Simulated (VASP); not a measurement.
Si2W, 3 atoms in the cell. Symmetry: I4/mmm, No. 139, tetragonal system. The conventional cell has a = 3.211 Å, b = 3.211 Å, c = 7.805 Å, α = 90.00°, β = 90.00°, γ = 90.00°. Within 3.4 Å of Si (site symmetry 4mm) lie 9 Si at 2.58 to 3.21 Å and 5 W at 2.61 Å. Within 3.4 Å of W (site symmetry 4/mmm) lie 10 Si at 2.61 Å and 4 W at 3.21 Å. 

| Property | Result |
| --- | --- |
| Program | VASP 6.6.1 |
| Task | single point |
| Functional | r2SCAN |
| Potentials or basis | VASP PAW PBE potentials, release 64 (Si, W_sv) |
| Cutoff | 520 eV |
| k mesh | 18 × 18 × 18 |
| Occupations | gaussian, width 0.1 eV |
| Spin | no spin polarisation |
| Dipole correction | no |
| Further INCAR settings | ALGO = Normal; EDIFF = 1e-06; NBANDS = 18 |

Potentials or basis: VASP PAW PBE potentials, release 64 (Si, W_sv).

The run is started by

```sh
$ cat potpaw_PBE.64/Si/POTCAR potpaw_PBE.64/W_sv/POTCAR > POTCAR
$ cp INCAR.step1 INCAR
$ mpirun -np 1 vasp_std > vasp.out
$ cp INCAR.step2 INCAR
$ mpirun -np 1 vasp_std > vasp.out
```

Hardware: 1 thread of AMD EPYC 9R45 96-Core Processor (Zen 5) (shared host).

Q: Estimate the wall time of this run.

A: Wall time 20 min on 1 thread of AMD EPYC 9R45 96-Core Processor (Zen 5), on a shared host, peak memory 0.44 GiB. Counts: k points 480.
